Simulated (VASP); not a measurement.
# MgSnSb2 (P-4m2) in VASP: single point with r2SCAN+rVV10

Aim: the single point of MgSnSb2 with r2SCAN+rVV10.

Program: VASP 6.6.1. These are calculated values, not measurements. Logs are shortened: lines on timing, memory, paths and dates and some standing lists are left out, and cuts for length are marked.

### 1 The cell of the first run

Symmetry: P-4m2, No. 115, tetragonal system. Conventional cell: a = 4.576 Å, b = 4.576 Å, c = 6.534 Å, α = 90.00°, β = 90.00°, γ = 90.00°. Mg (site symmetry -4m2) has 4 Sb at 2.78 Å within 3.7 Å. Sb (site symmetry 2mm) has 2 Mg at 2.78 Å and 2 Sn at 2.84 Å within 3.7 Å. Sn (site symmetry -4m2) has 4 Sb at 2.84 Å within 3.7 Å.

### 2 Single point, r2SCAN+rVV10

Input file POSCAR:

```
MgSnSb2
1.0
    4.5761302350      0.0000000000      0.0000000000
    0.0000000000      4.5761302350      0.0000000000
    0.0000000000      0.0000000000      6.5339542659
Mg Sb Sn
1 2 1
Direct
    0.0000000000      0.0000000000      0.0000000000
    0.0000000000      0.5000000000      0.2426255068
    0.5000000000      0.0000000000      0.7573744932
    0.5000000000      0.5000000000      0.5000000000
```

Input file INCAR.step1:

```
PREC = Accurate
ENCUT = 660
ISMEAR = -1
SIGMA = 0.03
LREAL = False
LASPH = True
NELM = 120
NBANDS = 21
GGA = PE
ALGO = Normal
EDIFF = 1E-5
LWAVE = True
LCHARG = False
GGA_COMPAT = False
```

Input file INCAR.step2:

```
PREC = Accurate
ENCUT = 660
EDIFF = 1E-6
ISMEAR = -1
SIGMA = 0.03
LREAL = False
LASPH = True
NELM = 120
ALGO = Normal
ISIF = 2
LWAVE = False
LCHARG = True
METAGGA = R2SCAN
LMIXTAU = True
LUSE_VDW = True
IVDW_NL = 2
BPARAM = 11.95
CPARAM = 0.0093
LELF = True
LVHAR = True
NBANDS = 21
ISTART = 1
GGA_COMPAT = False
```

Input file KPOINTS:

```
regular mesh
0
Gamma
  6 6 4
```

Potentials or basis: VASP PAW PBE potentials, release 64 (Mg, Sb, Sn_d).

Command:

```
$ cat potpaw_PBE.64/Mg/POTCAR potpaw_PBE.64/Sb/POTCAR potpaw_PBE.64/Sn_d/POTCAR > POTCAR
$ cp INCAR.step1 INCAR
$ mpirun -np 1 vasp_std > vasp.out
$ cp INCAR.step2 INCAR
$ mpirun -np 1 vasp_std > vasp.out
```

OUTCAR:

```text
PREC = Accurate
   ENCUT = 660
   EDIFF = 1E-6
   ISMEAR = -1
   LREAL = False
   LASPH = True
   NELM = 120
   ISIF = 2
   METAGGA = R2SCAN
   IVDW_NL = 2
   BPARAM = 11.95
   ISTART = 1

 ion  position               nearest neighbor table
   1  0.000  0.000  0.000-   2 2.78   3 2.78   2 2.78   3 2.78
   2  0.000  0.500  0.243-   1 2.78   1 2.78   4 2.84   4 2.84
   3  0.500  0.000  0.757-   1 2.78   1 2.78   4 2.84   4 2.84
   4  0.500  0.500  0.500-   2 2.84   3 2.84   3 2.84   2 2.84

  LATTYP: Found a simple tetragonal cell.
 ALAT       =     4.5761302350
 C/A-ratio  =     1.4278339843

  Lattice vectors:

 A1 = (   4.5761302350,   0.0000000000,   0.0000000000)
 A2 = (   0.0000000000,   4.5761302350,   0.0000000000)
 A3 = (   0.0000000000,   0.0000000000,   6.5339542659)

Analysis of symmetry for initial positions (statically):
=====================================================================
 Subroutine PRICEL returns:
 Original cell was already a primitive cell.

 Routine SETGRP: Setting up the symmetry group for a
 simple tetragonal supercell.

 Subroutine GETGRP returns: Found  8 space group operations
 (whereof  8 operations were pure point group operations)
 out of a pool of 16 trial point group operations.

The static configuration has the point symmetry D_2d.

Analysis of symmetry for dynamics (positions and initial velocities):
=====================================================================
 Subroutine PRICEL returns:
 Original cell was already a primitive cell.

 Routine SETGRP: Setting up the symmetry group for a
 simple tetragonal supercell.

 Subroutine GETGRP returns: Found  8 space group operations
 (whereof  8 operations were pure point group operations)
 out of a pool of 16 trial point group operations.

The dynamic configuration has the point symmetry D_2d.

 Subroutine INISYM returns: Found  8 space group operations
 (whereof  8 operations are pure point group operations),
 and found     1 'primitive' translations

----------------------------------------------------------------------------------------

                                     Primitive cell

  volume of cell :     136.8273

  direct lattice vectors                    reciprocal lattice vectors
     4.576130235  0.000000000  0.000000000     0.218525249  0.000000000  0.000000000
     0.000000000  4.576130235  0.000000000     0.000000000  0.218525249  0.000000000
     0.000000000  0.000000000  6.533954266     0.000000000  0.000000000  0.153046679

  length of vectors
     4.576130235  4.576130235  6.533954266     0.218525249  0.218525249  0.153046679

  position of ions in fractional coordinates (direct lattice)
     0.000000000  0.000000000  0.000000000
     0.000000000  0.500000000  0.242625507
     0.500000000  0.000000000  0.757374493
     0.500000000  0.500000000  0.500000000

  ion indices of the primitive-cell ions
   primitive index   ion index
                 1           1
                 2           2
                 3           3
                 4           4

----------------------------------------------------------------------------------------

 KPOINTS: regular mesh

Automatic generation of k-mesh.
 Grid dimensions read from file:
 generate k-points for:    6    6    4

 Generating k-lattice:

  Cartesian coordinates                     Fractional coordinates (reciprocal lattice)
     0.036420875  0.000000000  0.000000000     0.166666667  0.000000000  0.000000000
     0.000000000  0.036420875  0.000000000     0.000000000  0.166666667  0.000000000
     0.000000000  0.000000000  0.038261670     0.000000000  0.000000000  0.250000000

  Length of vectors
     0.036420875  0.036420875  0.038261670

  Shift w.r.t. Gamma in fractional coordinates (k-lattice)
     0.000000000  0.000000000  0.000000000

 Subroutine IBZKPT returns following result:
 ===========================================

 Found     30 irreducible k-points:

 Following reciprocal coordinates:
            Coordinates               Weight
  0.000000  0.000000  0.000000      1.000000
  0.166667  0.000000  0.000000      4.000000
  0.333333  0.000000  0.000000      4.000000
  0.500000  0.000000  0.000000      2.000000
  0.166667  0.166667  0.000000      4.000000
  0.333333  0.166667  0.000000      8.000000
[... 16 lines left out ...]
  0.333333  0.000000  0.500000      4.000000
  0.500000  0.000000  0.500000      2.000000
 [... further k-points ...]
   k-points           NKPTS =     30   k-points in BZ     NKDIM =     30   number of bands    NBANDS=     21
   number of dos      NEDOS =    301   number of ions     NIONS =      4
   total plane-waves  NPLWV =  89600
   dimension x,y,z NGX =    40 NGY =   40 NGZ =   56
   dimension x,y,z NGXF=    80 NGYF=   80 NGZF=  112
   ions per type =               1   2   1
   NGX,Y,Z   is equivalent  to a cutoff of  14.53, 14.53, 14.25 a.u.
   NGXF,Y,Z  is equivalent  to a cutoff of  29.06, 29.06, 28.50 a.u.
 SYSTEM =  unknown system
   PREC   = accura    normal or accurate (medium, high low for compatibility)
   ISTART =      1    job   : 0-new  1-cont  2-samecut
   ICHARG =      0    charge: 1-file 2-atom 10-const
   ISPIN  =      1    spin polarized calculation?
   LNONCOLLINEAR =      F non collinear calculations
   LSORBIT =      F    spin-orbit coupling
   LASPH  =      T    aspherical Exc in radial PAW
   ENCUT  =  660.0 eV  48.51 Ry    6.96 a.u.   9.59  9.59 13.69*2*pi/ulx,y,z
   NELM   =    120;   NELMIN=  2; NELMDL=  0     # of ELM steps
   EDIFF  = 0.1E-05   stopping-criterion for ELM
   LREAL  =      F    real-space projection
   EDIFFG = 0.1E-04   stopping-criterion for IOM
   NSW    =      0    number of steps for IOM
   IBRION =     -1    ionic relax: 0-MD 1-quasi-New 2-CG
   NFREE  =      0    steps in history (QN), initial steepest desc. (CG)
   ISIF   =      2    stress and relaxation
   ISYM   =      2    0-nonsym 1-usesym 2-fastsym
   POTIM  = 0.5000    time-step for ionic-motion
   TEBEG  =    0.0;   TEEND  =   0.0 temperature during run
   PSTRESS=    0.0 pullay stress
   NELECT =      26.0000    total number of electrons
   NUPDOWN=      -1.0000    fix difference up-down
   EMIN   =  10.00;   EMAX   =-10.00  energy-range for DOS
   EFERMI =   0.00;   METHOD = LEGACY
   ISMEAR =    -1;   SIGMA  =   0.03  broadening in eV -4-tet -1-fermi 0-gaus
   EFERMI_NEDOS =   21; number of points for ismear=-14 and -15
   IALGO  =     38    algorithm
   IMIX   =      4    mixing-type and parameters
     AMIX     =   0.40;   BMIX     =  1.00
     AMIX_MAG =   1.60;   BMIX_MAG =  1.00
  volume/ion in A,a.u.               =      34.21       230.84
  Fermi-wavevector in a.u.,A,eV,Ry     =   0.941185  1.778582 12.052438  0.885829
  Thomas-Fermi vector in A             =   2.068671
   LORBIT       =      0    0 simple, 1 ext, 2 COOP (PROOUT), +10 PAW based schemes
   METAGGA = R2SCAN    functional components
   LHFCALC =     F    Hartree Fock is set to
   AEXX    =    0.0000 exact exchange contribution
   IVDW_NL    =     2    kernel type
   BPARAM     =11.9500
   IVDW    =     0    specifies the selected vdW correction
   LEPSILON=     F    determine dielectric tensor
   LRPA    =     F    only Hartree local field effects (RPA)
 non-spin polarized calculation
  energy-cutoff  :      660.00
  volume of cell :      136.83
 maximum number of plane-waves:      5301
 NGX is ok and might be reduce to    40
   NGX = 19   NGY = 19   NGZ = 27

 number of electron      25.9999997 magnetization

 Free energy of the ion-electron system (eV)
  ---------------------------------------------------
  ext. energy  EPLUGINS =         0.00000000
  ---------------------------------------------------
  free energy    TOTEN  =       -80.11157179 eV

  energy without entropy =      -80.10973085  energy(sigma->0) =      -80.11065132

 E-fermi :   3.8508     XC(G=0):  -8.8405

 val. band max:        3.8406386414   @ k =   0.0000   0.0000   0.0000
 cond. band min:       3.8798155596   @ k =   0.5000   0.0000   0.5000
 fundamental gap:      0.0391769182
 Fermi energy:         3.8507949005

 k-point     1 :       0.0000    0.0000    0.0000
  band No.  band energies     occupation
      1     -18.4199      2.00000
      2     -18.4183      2.00000
      3     -18.4183      2.00000
      4     -18.3906      2.00000
      5     -18.3663      2.00000
      6      -7.2100      2.00000
[... 13 lines left out ...]
     20      10.4226      0.00000
     21      11.9070      0.00000

 k-point     2 :       0.1667    0.0000    0.0000
  band No.  band energies     occupation
      1     -18.4218      2.00000
      2     -18.4182      2.00000
      3     -18.4160      2.00000
      4     -18.3901      2.00000
      5     -18.3668      2.00000
      6      -7.0535      2.00000
[... 13 lines left out ...]
     20      11.0501      0.00000
     21      11.1135      0.00000

 k-point     3 :       0.3333    0.0000    0.0000
  band No.  band energies     occupation
      1     -18.4246      2.00000
      2     -18.4180      2.00000
      3     -18.4124      2.00000
      4     -18.3889      2.00000
      5     -18.3678      2.00000
      6      -6.6370      2.00000
[... 13 lines left out ...]
     20      10.3688      0.00000
     21      10.4052      0.00000

 k-point     4 :       0.5000    0.0000    0.0000
  band No.  band energies     occupation
      1     -18.4259      2.00000
      2     -18.4179      2.00000
      3     -18.4108      2.00000
      4     -18.3882      2.00000
      5     -18.3682      2.00000
      6      -6.2920      2.00000
[... 13 lines left out ...]
     20       9.8519      0.00000
     21       9.8622      0.00000

 k-point     5 :       0.1667    0.1667    0.0000
  band No.  band energies     occupation
      1     -18.4221      2.00000
      2     -18.4202      2.00000
      3     -18.4130      2.00000
      4     -18.3897      2.00000
      5     -18.3673      2.00000
      6      -6.8946      2.00000
[... 13 lines left out ...]
     20      10.0629      0.00000
     21      10.5020      0.00000
[... 382 lines left out ...]
     20       9.8321      0.00000
     21      10.7215      0.00000

 k-point    22 :       0.1667    0.0000    0.5000
  band No.  band energies     occupation
      1     -18.4218      2.00000
      2     -18.4182      2.00000
      3     -18.4160      2.00000
      4     -18.3901      2.00000
      5     -18.3668      2.00000
      6      -6.7893      2.00000
[... 13 lines left out ...]
     20       9.1860      0.00000
     21      10.1423      0.00000

 k-point    23 :       0.3333    0.0000    0.5000
  band No.  band energies     occupation
      1     -18.4246      2.00000
      2     -18.4180      2.00000
      3     -18.4124      2.00000
      4     -18.3889      2.00000
      5     -18.3678      2.00000
      6      -6.4446      2.00000
[... 13 lines left out ...]
     20       9.8270      0.00000
     21      10.6639      0.00000

 k-point    24 :       0.5000    0.0000    0.5000
  band No.  band energies     occupation
      1     -18.4260      2.00000
      2     -18.4179      2.00000
      3     -18.4108      2.00000
      4     -18.3881      2.00000
      5     -18.3682      2.00000
      6      -6.2228      2.00000
[... 13 lines left out ...]
     20      10.3044      0.00000
     21      10.4603      0.00000

 [... further k-points ...]
[... 5 lines left out ...]
  --------------------------------------------------------------------------------------
  -------------------------------------------------------------------------------------
  Total        0.1459418      0.1459418      0.1591608      0.0000000      0.0000000      0.0000000
  in kB        1.7089031      1.7089031      1.8636910      0.0000000      0.0000000      0.0000000
  external PRESSURE =       1.7604991 kB  Pullay stress =       0.0000000 kB

 VOLUME and BASIS-vectors are now :
 -----------------------------------------------------------------------------
  energy-cutoff  :      660.00
  volume of cell :      136.83
      direct lattice vectors                 reciprocal lattice vectors
     4.576130235  0.000000000  0.000000000     0.218525249  0.000000000  0.000000000
     0.000000000  4.576130235  0.000000000     0.000000000  0.218525249  0.000000000
     0.000000000  0.000000000  6.533954266     0.000000000  0.000000000  0.153046679

 POSITION                                       TOTAL-FORCE (eV/Angst)
 -----------------------------------------------------------------------------------
      0.00000      0.00000      0.00000        -0.000000      0.000000      0.000000
      0.00000      2.28807      1.58530        -0.000000      0.000000     -0.024933
      2.28807      0.00000      4.94865        -0.000000      0.000000      0.024933
      2.28807      2.28807      3.26698         0.000000     -0.000000      0.000000
 -----------------------------------------------------------------------------------
    total drift:                               -0.000000      0.000000     -0.000000

  FREE ENERGIE OF THE ION-ELECTRON SYSTEM (eV)
  ---------------------------------------------------
  free  energy   TOTEN  =       -80.1115717930 eV

  energy  without entropy=      -80.1097308539  energy(sigma->0) =      -80.11065132
```

Wall time 8.1 min (1 thread of Intel Xeon Platinum 8175M at 2.50GHz (Skylake/Cascade Lake), shared host); peak memory 0.73 GiB.

Results:

```
Free energy   : -80.1116 eV
Pressure      : 0.2 GPa
Largest force : 0.025 eV/Å
```

Forces on the atoms (eV/Å):
```
Mg   0.000  0.000  0.000
Sb   0.000  0.000 -0.025
Sb   0.000  0.000  0.025
Sn   0.000  0.000  0.000
```

Caveat: the PAW data sets were made with another functional, which shifts forces and pressure a little; spin-orbit coupling is left out, which moves the levels of the heavy elements.
